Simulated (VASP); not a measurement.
# WC (P-6m2) in VASP: notebook, part 2 of 2

VASP 6.6.1. The steps go on from the part before.

## (4) Single point, r2SCAN

Input file POSCAR:

```
WC
1.0
    2.9120958982      0.0000000000      0.0000000000
   -1.4560479491      2.5219490261      0.0000000000
    0.0000000000      0.0000000000      2.8361909712
W C
1 1
Direct
    0.0000000000      0.0000000000      0.0000000000
    0.6666666667      0.3333333333      0.5000000000
```

Input file INCAR.step1:

```
ALGO = Normal
EDIFF = 1E-4
ENCUT = 520
GGA = PE
ISMEAR = 0
LASPH = True
LCHARG = False
LREAL = False
LWAVE = True
NBANDS = 16
NELM = 100
PREC = Accurate
SIGMA = 0.1
```

Input file INCAR.step2:

```
ALGO = Normal
EDIFF = 1E-7
ENCUT = 520
ISIF = 2
ISMEAR = 0
ISTART = 1
LASPH = True
LCHARG = False
LMIXTAU = True
LREAL = False
LWAVE = False
METAGGA = R2SCAN
NBANDS = 16
NELM = 100
PREC = Accurate
SIGMA = 0.1
```

Input file KPOINTS:

```
k-points
0
Gamma
  24 24 18
```

Command:

```
> cat potpaw_PBE.64/W_sv/POTCAR potpaw_PBE.64/C/POTCAR > POTCAR
> cp INCAR.step1 INCAR
> mpirun -np 1 vasp_std > vasp.out
> cp INCAR.step2 INCAR
> mpirun -np 1 vasp_std > vasp.out
```

Wall time 6 min (1 thread of Intel Xeon 6975P-C, shared host); peak memory 0.32 GiB.

Results (log left out):

| Item | Value |
| --- | --- |
| Free energy | -61.6131 eV |
| Pressure | 1.9 GPa |
| Band gap on the k mesh | zero (band 9 reaches 11.68 eV, above the bottom of band 10 at 10.34 eV) |

Stress tensor (GPa, compression positive):
```
1.90 0.00 0.00
0.00 1.90 0.00
0.00 0.00 1.98
```

Levels at points of the mesh, in eV from the Fermi level:
```csv
k point,band 6,band 7,band 8,band 9,band 10,band 11,band 12,band 13
"(0.00, 0.00, 0.00)",-4.47,-3.48,-3.48,0.12,3.41,3.41,5.95,5.95
"(0.50, 0.00, 0.00)",-7.32,-3.72,-3.68,-0.51,2.49,4.71,5.07,7.28
"(0.00, 0.00, 0.50)",-8.98,-2.10,-2.10,-0.57,-0.57,3.84,4.83,4.83
"(0.50, 0.00, 0.50)",-6.70,-4.48,-4.36,0.22,4.58,5.47,6.95,9.64
```

Caveat: the PAW data sets were made with another functional, which shifts forces and pressure a little; spin-orbit coupling is left out, which moves the levels of the heavy elements.

## (5) Single point, r2SCAN (strain along c alone, the other axes held: +1.5 %)

Edit POSCAR of step 4 so:

```diff
@@ -4,3 +4,3 @@
    -1.4560479491      2.5219490261      0.0000000000
-    0.0000000000      0.0000000000      2.8361909712
+    0.0000000000      0.0000000000      2.8787338358
 W C
```

Input file INCAR.step1:

```
ALGO = Normal ; EDIFF = 1E-4
ENCUT = 520 ; GGA = PE
ISMEAR = 0 ; LASPH = T
LCHARG = F ; LREAL = F
LWAVE = T ; NBANDS = 16
NELM = 60 ; PREC = Accurate
SIGMA = 0.1
```

Input file INCAR.step2:

```
ALGO = Normal ; EDIFF = 1E-7
ENCUT = 520 ; ISIF = 2
ISMEAR = 0 ; ISTART = 1
LASPH = T ; LCHARG = F
LMIXTAU = T ; LREAL = F
LWAVE = F ; METAGGA = R2SCAN
NBANDS = 16 ; NELM = 60
PREC = Accurate ; SIGMA = 0.1
```

KPOINTS is that of step 4.

Potentials or basis: VASP PAW PBE potentials, release 64 (W_sv, C).

Command:

```
> cat potpaw_PBE.64/W_sv/POTCAR potpaw_PBE.64/C/POTCAR > POTCAR
> cp INCAR.step1 INCAR
> mpirun -np 1 vasp_std > vasp.out
> cp INCAR.step2 INCAR
> mpirun -np 1 vasp_std > vasp.out
```

OUTCAR:

```text
EDIFF = 1E-7
   ENCUT = 520
   ISIF = 2
   ISMEAR = 0
   ISTART = 1
   LASPH = T
   LREAL = F
   METAGGA = R2SCAN
   NELM = 60
   PREC = Accurate

 ion  position               nearest neighbor table
   1  0.000  0.000  0.000-   2 2.21   2 2.21   2 2.21   2 2.21   2 2.21   2 2.21
   2  0.667  0.333  0.500-   1 2.21   1 2.21   1 2.21   1 2.21   1 2.21   1 2.21

  LATTYP: Found a hexagonal cell.
 ALAT       =     2.9120958982
 C/A-ratio  =     0.9885436251

  Lattice vectors:

 A1 = (   2.9120958982,   0.0000000000,   0.0000000000)
 A2 = (  -1.4560479491,   2.5219490261,   0.0000000000)
 A3 = (   0.0000000000,   0.0000000000,   2.8787338358)

Analysis of symmetry for initial positions (statically):
=====================================================================
 Subroutine PRICEL returns:
 Original cell was already a primitive cell.

 Routine SETGRP: Setting up the symmetry group for a
 hexagonal supercell.

 Subroutine GETGRP returns: Found 12 space group operations
 (whereof 12 operations were pure point group operations)
 out of a pool of 24 trial point group operations.

The static configuration has the point symmetry D_3h.

Analysis of symmetry for dynamics (positions and initial velocities):
=====================================================================
 Subroutine PRICEL returns:
 Original cell was already a primitive cell.

 Routine SETGRP: Setting up the symmetry group for a
 hexagonal supercell.

 Subroutine GETGRP returns: Found 12 space group operations
 (whereof 12 operations were pure point group operations)
 out of a pool of 24 trial point group operations.

The dynamic configuration has the point symmetry D_3h.

 Subroutine INISYM returns: Found 12 space group operations
 (whereof 12 operations are pure point group operations),
 and found     1 'primitive' translations

[... 106 lines left out ...]
   NUPDOWN=      -1.0000    fix difference up-down
   EMIN   =  10.00;   EMAX   =-10.00  energy-range for DOS
   EFERMI =   0.00;   METHOD = LEGACY
   ISMEAR =     0;   SIGMA  =   0.10  broadening in eV -4-tet -1-fermi 0-gaus
   EFERMI_NEDOS =   21; number of points for ismear=-14 and -15
   IALGO  =     38    algorithm
   IMIX   =      4    mixing-type and parameters
     AMIX     =   0.40;   BMIX     =  1.00
     AMIX_MAG =   1.60;   BMIX_MAG =  1.00
  volume/ion in A,a.u.               =      10.57        71.34
  Fermi-wavevector in a.u.,A,eV,Ry     =   1.551617  2.932131 32.756230  2.407515
  Thomas-Fermi vector in A             =   2.656111
   LORBIT       =      0    0 simple, 1 ext, 2 COOP (PROOUT), +10 PAW based schemes
   METAGGA = R2SCAN    functional components
   LHFCALC =     F    Hartree Fock is set to
   AEXX    =    0.0000 exact exchange contribution
   IVDW    =     0    specifies the selected vdW correction
   LEPSILON=     F    determine dielectric tensor
   LRPA    =     F    only Hartree local field effects (RPA)
 non-spin polarized calculation
 Gauss-broadening in eV      SIGMA  =   0.10
  energy-cutoff  :      520.00
  volume of cell :       21.14
 maximum number of plane-waves:       593
 NGX is ok and might be reduce to    24
   NGX = 11   NGY = 11   NGZ = 11

 number of electron      17.9999999 magnetization

 Free energy of the ion-electron system (eV)
  ---------------------------------------------------
  ext. energy  EPLUGINS =         0.00000000
  ---------------------------------------------------
  free energy    TOTEN  =       -61.60290666 eV

  energy without entropy =      -61.60161008  energy(sigma->0) =      -61.60225837

 E-fermi :  10.6832     XC(G=0): -14.8555

 val. band max:       10.6706182268   @ k =   0.1250  -0.0000   0.4444
 cond. band min:      10.6891467684   @ k =   0.4583  -0.0000   0.5000
 fundamental gap:      0.0185285416
 Fermi energy:        10.6832248495

 k-point     1 :       0.0000    0.0000    0.0000
  band No.  band energies     occupation
      1     -65.2950      2.00000
      2     -28.6292      2.00000
      3     -28.4830      2.00000
      4     -28.4830      2.00000
      5      -4.3889      2.00000
      6       6.2957      2.00000
[... 433 lines left out ...]
      3     -28.6871      2.00000
      4     -28.5131      2.00000
      5      -0.9891      2.00000
      6       3.5108      2.00000
[... 8 lines left out ...]
     15      24.2988      0.00000
     16      29.7155      0.00000

 [... further k-points ...]
[... 5 lines left out ...]
  --------------------------------------------------------------------------------------
  -------------------------------------------------------------------------------------
  Total       -0.0909983     -0.0909983     -1.6328057      0.0000000     -0.0000000      0.0000000
  in kB       -6.8960499     -6.8960499   -123.7375746      0.0000000     -0.0000000      0.0000000
  external PRESSURE =     -45.8432248 kB  Pullay stress =       0.0000000 kB

 VOLUME and BASIS-vectors are now :
 -----------------------------------------------------------------------------
  energy-cutoff  :      520.00
  volume of cell :       21.14
      direct lattice vectors                 reciprocal lattice vectors
     2.912095898  0.000000000  0.000000000     0.343395285  0.198259360  0.000000000
    -1.456047949  2.521949026  0.000000000     0.000000000  0.396518720  0.000000000
     0.000000000  0.000000000  2.878733836     0.000000000  0.000000000  0.347374942

 POSITION                                       TOTAL-FORCE (eV/Angst)
 -----------------------------------------------------------------------------------
      0.00000      0.00000      0.00000        -0.000000     -0.000000      0.000000
      1.45605      0.84065      1.43937         0.000000      0.000000      0.000000
 -----------------------------------------------------------------------------------
    total drift:                               -0.000000      0.000000      0.000000

  FREE ENERGIE OF THE ION-ELECTRON SYSTEM (eV)
  ---------------------------------------------------
  free  energy   TOTEN  =       -61.6029066616 eV

  energy  without entropy=      -61.6016100783  energy(sigma->0) =      -61.60225837
```

OUTCAR.step1:

```text
EDIFF = 1E-4
   ENCUT = 520
   GGA = PE
   ISMEAR = 0
   LASPH = T
[... 678 lines left out ...]
 -----------------------------------------------------------------------------------
      0.00000      0.00000      0.00000         0.000000      0.000000      0.000000
      1.45605      0.84065      1.43937        -0.000000      0.000000      0.000000
 -----------------------------------------------------------------------------------
    total drift:                               -0.000000      0.000000      0.000000

  FREE ENERGIE OF THE ION-ELECTRON SYSTEM (eV)
  ---------------------------------------------------
  free  energy   TOTEN  =       -22.4432207877 eV

  energy  without entropy=      -22.4418212826  energy(sigma->0) =      -22.44252104
```

OSZICAR.step1:

```text
N       E                     dE             d eps       ncg     rms          rms(c)
DAV:   1     0.110489746818E+03    0.11049E+03   -0.93445E+03 19576   0.125E+03
DAV:   2    -0.222264351193E+02   -0.13272E+03   -0.12813E+03 23224   0.336E+02
DAV:   3    -0.254989872448E+02   -0.32726E+01   -0.32602E+01 21832   0.502E+01
DAV:   4    -0.255164695590E+02   -0.17482E-01   -0.17481E-01 25312   0.413E+00
DAV:   5    -0.255166023881E+02   -0.13283E-03   -0.13283E-03 21824   0.342E-01    0.312E+01
DAV:   6    -0.225384280242E+02    0.29782E+01   -0.58715E+00 23768   0.259E+01    0.798E+00
DAV:   7    -0.224723321220E+02    0.66096E-01   -0.46043E-01 20760   0.518E+00    0.600E+00
DAV:   8    -0.224443307632E+02    0.28001E-01   -0.70624E-02 22072   0.232E+00    0.101E+00
DAV:   9    -0.224432978481E+02    0.10329E-02   -0.29078E-03 21536   0.449E-01    0.128E-01
DAV:  10    -0.224432207877E+02    0.77060E-04   -0.30829E-04 23760   0.198E-01
   1 F= -.22443221E+02 E0= -.22442521E+02  d E =-.139951E-02
```

Wall time 5.7 min (1 thread of Intel Xeon 6975P-C, shared host); peak memory 0.32 GiB.

What came out:

| Item | Value |
| --- | --- |
| Free energy | -61.6029 eV |
| Pressure | -4.6 GPa |
| Band gap on the k mesh | zero (band 9 reaches 11.37 eV, above the bottom of band 10 at 10.13 eV) |

Stress tensor (GPa, compression positive):
```
 -0.69   0.00   0.00
  0.00  -0.69   0.00
  0.00   0.00 -12.37
```

Caveat: the cell differs from its parent crystal (strain along c alone, the other axes held: +1.5 %); the PAW data sets were made with another functional, which shifts forces and pressure a little; spin-orbit coupling is left out, which moves the levels of the heavy elements.

## (6) Single point, r2SCAN (strain along c alone, the other axes held: +3.0 %)

Edit POSCAR of step 5 so:

```diff
@@ -4,3 +4,3 @@
    -1.4560479491      2.5219490261      0.0000000000
-    0.0000000000      0.0000000000      2.8787338358
+    0.0000000000      0.0000000000      2.9212767004
 W C
```

Input file INCAR.step1:

```
SYSTEM = WC
PREC = Accurate
ENCUT = 520
ISMEAR = 0
SIGMA = 0.1
LREAL = .FALSE.
LASPH = .TRUE.
NELM = 60
NBANDS = 16
GGA = PE
ALGO = Normal
EDIFF = 1E-4
LWAVE = .TRUE.
LCHARG = .FALSE.
```

Input file INCAR.step2:

```
SYSTEM = WC
PREC = Accurate
ENCUT = 520
EDIFF = 1E-6
ISMEAR = 0
SIGMA = 0.1
LREAL = .FALSE.
LASPH = .TRUE.
NELM = 60
ALGO = Normal
ISIF = 2
LWAVE = .FALSE.
LCHARG = .FALSE.
METAGGA = R2SCAN
LMIXTAU = .TRUE.
NBANDS = 16
ISTART = 1
```

Input file KPOINTS:

```
regular mesh
0
G
  24 24 18
  0 0 0
```

Potentials or basis: VASP PAW PBE potentials, release 64 (W_sv, C).

Command:

```
> cat potpaw_PBE.64/W_sv/POTCAR potpaw_PBE.64/C/POTCAR > POTCAR
> cp INCAR.step1 INCAR
> mpirun -np 1 vasp_std > vasp.out
> cp INCAR.step2 INCAR
> mpirun -np 1 vasp_std > vasp.out
```

It took 5.6 min on 1 thread of Intel Xeon 6975P-C, shared host; peak memory 0.32 GiB.

It converged, with:

| Property | Result |
| --- | --- |
| Free energy | -61.5660 eV |
| Pressure | -10.5 GPa |
| Band gap on the k mesh | zero (band 9 reaches 11.07 eV, above the bottom of band 10 at 9.93 eV) |

Stress tensor (GPa, compression positive):
```
 -2.99   0.00   0.00
  0.00  -2.99   0.00
  0.00   0.00 -25.54
```

Levels at points of the mesh, in eV from the Fermi level:
| k point | band 7 | band 8 | band 9 | band 10 | band 11 | band 12 |
| --- | --- | --- | --- | --- | --- | --- |
| (0.00, 0.00, 0.00) | -3.12 | -3.12 | -0.16 | 3.24 | 3.24 | 5.68 |
| (0.50, 0.00, 0.00) | -3.89 | -3.52 | -0.27 | 2.31 | 4.73 | 5.19 |
| (0.00, 0.00, 0.50) | -1.70 | -1.70 | -0.54 | -0.54 | 3.20 | 4.91 |
| (0.50, 0.00, 0.50) | -4.34 | -4.08 | 0.11 | 4.58 | 5.06 | 6.66 |

Caveat: the cell differs from its parent crystal (strain along c alone, the other axes held: +3.0 %); the PAW data sets were made with another functional, which shifts forces and pressure a little; spin-orbit coupling is left out, which moves the levels of the heavy elements.

## (7) Overview

| task | cell | k mesh | cutoff (eV) | gap on the mesh (eV) | pressure (GPa) |
| --- | --- | --- | --- | --- | --- |
| single point | a = 2.912, b = 2.912, c = 2.836 Å, angles 90.0, 90.0, 120.0°, 2 atoms | 18 × 18 × 14 | 520 | none | 1.9 |
| relaxation of cell and atoms | relaxed to 25 GPa from a = 2.856, b = 2.856, c = 2.788 Å, angles 90.0, 90.0, 120.0°, 2 atoms | 18 × 18 × 14 | 600 | none | 25.1 |
| single point | a = 2.912, b = 2.912, c = 2.836 Å, angles 90.0, 90.0, 120.0°, 2 atoms | 24 × 24 × 18 | 520 | none | 1.9 |
| single point | a = 2.912, b = 2.912, c = 2.879 Å, angles 90.0, 90.0, 120.0°, 2 atoms | 24 × 24 × 18 | 520 | none | -4.6 |
| single point | a = 2.912, b = 2.912, c = 2.921 Å, angles 90.0, 90.0, 120.0°, 2 atoms | 24 × 24 × 18 | 520 | none | -10.5 |

Alike in all rows: level r2SCAN; potentials or basis VASP PAW PBE potentials, release 64 (W_sv, C); no spin polarisation; smearing gaussian 0.1 eV.

Caveats: the PAW data sets were made with another functional, which shifts forces and pressure a little; spin-orbit coupling is left out, which moves the levels of the heavy elements; the cell is relaxed towards a set pressure, so the enthalpy falls and the energy may rise (some runs).

Total energies depend on the potentials used, so only differences within one code and one set of settings carry meaning.
